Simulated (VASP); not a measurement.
# CdTe (I-4m2) in VASP: notebook, part 2 of 2

VASP 6.6.1.

**5. Single point, PBE**

This run uses another cell than the first one, of the same volume but with other edges.

INCAR reads:

```
  ALGO = Normal
  EDIFF = 1E-6
  ENCUT = 520
  GGA = PE
  ISIF = 2
  ISMEAR = 0
  LASPH = T
  LCHARG = F
  LREAL = F
  LWAVE = F
  NBANDS = 16
  NELM = 100
  PREC = Accurate
  SIGMA = 0.05
```

KPOINTS reads:

```
k-points
0
Gamma
  10 10 10
```

POSCAR reads:

```
CdTe
1.0
    0.0000000000      3.4019377981      3.1297827742
    3.4019377981      0.0000000000      3.1297827742
    3.4019377981      3.4019377981      0.0000000000
Cd Te
1 1
Direct
    0.0000000000      0.0000000000      0.0000000000
    0.7500000000      0.7500000000      0.7500000000
```

Potentials or basis: VASP PAW PBE potentials, release 64 (Cd, Te).

Command:

```
$ cat potpaw_PBE.64/Cd/POTCAR potpaw_PBE.64/Te/POTCAR > POTCAR
$ mpirun -np 1 vasp_std > vasp.out
```

OUTCAR:

```text
EDIFF = 1E-6
   ENCUT = 520
   GGA = PE
   ISIF = 2
   ISMEAR = 0
   LASPH = T
   LREAL = F
   NELM = 100
   PREC = Accurate

 ion  position               nearest neighbor table
   1  0.000  0.000  0.000-   2 2.87   2 2.87   2 2.87   2 2.87
   2  0.750  0.750  0.750-   1 2.87   1 2.87   1 2.87   1 2.87

  LATTYP: Found a body centered tetragonal cell.
 ALAT       =     4.8110665724
 C/A-ratio  =     1.3010764774

  Lattice vectors:

 A1 = (   0.0000000000,  -3.4019377981,  -3.1297827742)
 A2 = (   0.0000000000,   3.4019377981,  -3.1297827742)
 A3 = (   3.4019377981,   0.0000000000,   3.1297827742)

Analysis of symmetry for initial positions (statically):
=====================================================================
 Subroutine PRICEL returns:
 Original cell was already a primitive cell.

 Routine SETGRP: Setting up the symmetry group for a
 body centered tetragonal supercell.

 Subroutine GETGRP returns: Found  8 space group operations
 (whereof  8 operations were pure point group operations)
 out of a pool of 16 trial point group operations.

The static configuration has the point symmetry D_2d.

Analysis of symmetry for dynamics (positions and initial velocities):
=====================================================================
 Subroutine PRICEL returns:
 Original cell was already a primitive cell.

 Routine SETGRP: Setting up the symmetry group for a
 body centered tetragonal supercell.

 Subroutine GETGRP returns: Found  8 space group operations
 (whereof  8 operations were pure point group operations)
 out of a pool of 16 trial point group operations.

The dynamic configuration has the point symmetry D_2d.

 Subroutine INISYM returns: Found  8 space group operations
 (whereof  8 operations are pure point group operations),
 and found     1 'primitive' translations
[... 105 lines left out ...]
   PSTRESS=    0.0 pullay stress
   NELECT =      18.0000    total number of electrons
   NUPDOWN=      -1.0000    fix difference up-down
   EMIN   =  10.00;   EMAX   =-10.00  energy-range for DOS
   EFERMI =   0.00;   METHOD = LEGACY
   ISMEAR =     0;   SIGMA  =   0.05  broadening in eV -4-tet -1-fermi 0-gaus
   EFERMI_NEDOS =   21; number of points for ismear=-14 and -15
   IALGO  =     38    algorithm
   IMIX   =      4    mixing-type and parameters
     AMIX     =   0.40;   BMIX     =  1.00
     AMIX_MAG =   1.60;   BMIX_MAG =  1.00
  volume/ion in A,a.u.               =      36.22       244.44
  Fermi-wavevector in a.u.,A,eV,Ry     =   1.029201  1.944907 14.412023  1.059254
  Thomas-Fermi vector in A             =   2.163236
   LORBIT       =      0    0 simple, 1 ext, 2 COOP (PROOUT), +10 PAW based schemes
   GGA     = PE    functional components
   LHFCALC =     F    Hartree Fock is set to
   AEXX    =    0.0000 exact exchange contribution
   IVDW    =     0    specifies the selected vdW correction
   LEPSILON=     F    determine dielectric tensor
   LRPA    =     F    only Hartree local field effects (RPA)
 non-spin polarized calculation
 Gauss-broadening in eV      SIGMA  =   0.05
  energy-cutoff  :      520.00
  volume of cell :       72.44
 maximum number of plane-waves:      1987
 NGX is ok and might be reduce to    36

 number of electron      18.0000004 magnetization

 Free energy of the ion-electron system (eV)
  ---------------------------------------------------
  ext. energy  EPLUGINS =         0.00000000
  ---------------------------------------------------
  free energy    TOTEN  =        -4.79732045 eV

  energy without entropy =       -4.79732045  energy(sigma->0) =       -4.79732045

 E-fermi :   2.1586     XC(G=0):  -8.3179

 val. band max:        1.9372101152   @ k =   0.0000   0.0000   0.0000
 cond. band min:       2.3564343769   @ k =   0.0000   0.0000   0.0000
 fundamental gap:      0.4192242617
 Fermi energy:         2.1586435274

 k-point     1 :       0.0000    0.0000    0.0000
  band No.  band energies     occupation
      1      -9.0276      2.00000
      2      -6.2932      2.00000
      3      -6.2932      2.00000
      4      -6.2760      2.00000
      5      -6.0785      2.00000
      6      -6.0705      2.00000
[... 433 lines left out ...]
      3      -6.1914      2.00000
      4      -6.1485      2.00000
      5      -6.0508      2.00000
      6      -5.7835      2.00000
[... 8 lines left out ...]
     15      11.9729      0.00000
     16      13.4297      0.00000

 [... further k-points ...]
[... 5 lines left out ...]
  --------------------------------------------------------------------------------------
  -------------------------------------------------------------------------------------
  Total       -0.1620869     -0.1620869      0.3657046      0.0000000      0.0000000      0.0000000
  in kB       -3.5847733     -3.5847733      8.0880556      0.0000000      0.0000000      0.0000000
  external PRESSURE =       0.3061697 kB  Pullay stress =       0.0000000 kB

 VOLUME and BASIS-vectors are now :
 -----------------------------------------------------------------------------
  energy-cutoff  :      520.00
  volume of cell :       72.44
      direct lattice vectors                 reciprocal lattice vectors
     0.000000000  3.401937798  3.129782774    -0.146975056  0.146975056  0.159755496
     3.401937798  0.000000000  3.129782774     0.146975056 -0.146975056  0.159755496
     3.401937798  3.401937798  0.000000000     0.146975056  0.146975056 -0.159755496

 POSITION                                       TOTAL-FORCE (eV/Angst)
 -----------------------------------------------------------------------------------
      0.00000      0.00000      0.00000        -0.000000     -0.000000      0.000000
      5.10291      5.10291      4.69467         0.000000      0.000000     -0.000000
 -----------------------------------------------------------------------------------
    total drift:                                0.000000      0.000000      0.000001

  FREE ENERGIE OF THE ION-ELECTRON SYSTEM (eV)
  ---------------------------------------------------
  free  energy   TOTEN  =        -4.7973204468 eV

  energy  without entropy=       -4.7973204468  energy(sigma->0) =       -4.79732045
```

stdout:

```text
POSCAR found type information on POSCAR CdTe
 POSCAR found :  2 types and       2 ions
 scaLAPACK will be used
 LDA part: xc-table for (Slater+PW92), standard interpolation
 POSCAR, INCAR and KPOINTS ok, starting setup
 FFT: planning ... GRIDC
 FFT: planning ... GRID_SOFT
 FFT: planning ... GRID
 WAVECAR not read
 entering main loop
```

Wall time 2.2 min (1 thread of Intel Xeon 8259CL, shared host); peak memory 0.29 GiB.

What came out:

| Quantity | Value |
| --- | --- |
| Free energy | -4.7973 eV |
| Pressure | 0.0 GPa |
| Band gap on the k mesh | 0.42 eV |

Stress tensor (GPa, compression positive):
```
-0.36  0.00  0.00
 0.00 -0.36  0.00
 0.00  0.00  0.81
```

Caveat: semilocal functionals underestimate gaps, and a narrow one can read as zero; spin-orbit coupling is left out, which moves the levels of the heavy elements.

**6. The runs side by side**

| cell | gap on the mesh (eV) | pressure (GPa) |
| --- | --- | --- |
| a = 4.864, b = 4.864, c = 4.403 Å, angles 63.1, 63.1, 53.8°, 2 atoms | 0.18 | -0.3 |
| a = 4.558, b = 4.558, c = 5.083 Å, angles 56.1, 56.1, 67.8°, 2 atoms | 0.11 | -0.7 |
| a = 4.972, b = 4.972, c = 4.287 Å, angles 64.5, 64.5, 51.1°, 2 atoms | none | -0.6 |
| a = 4.623, b = 4.623, c = 4.811 Å, angles 58.6, 58.6, 62.7°, 2 atoms | 0.42 | 0.0 |

Alike in all rows: task single point; level PBE; potentials or basis VASP PAW PBE potentials, release 64 (Cd, Te); no spin polarisation; k mesh 10 × 10 × 10; cutoff (eV) 520; smearing gaussian 0.05 eV.

Caveats: semilocal functionals underestimate gaps, and a narrow one can read as zero; spin-orbit coupling is left out, which moves the levels of the heavy elements; the stress differs along the axes, from -5 to 2 GPa (at least some runs).

Total energies depend on the potentials used, so only differences within one code and one set of settings carry meaning.

The gap in the log of VASP goes by the Fermi energy; the results here count the filled bands.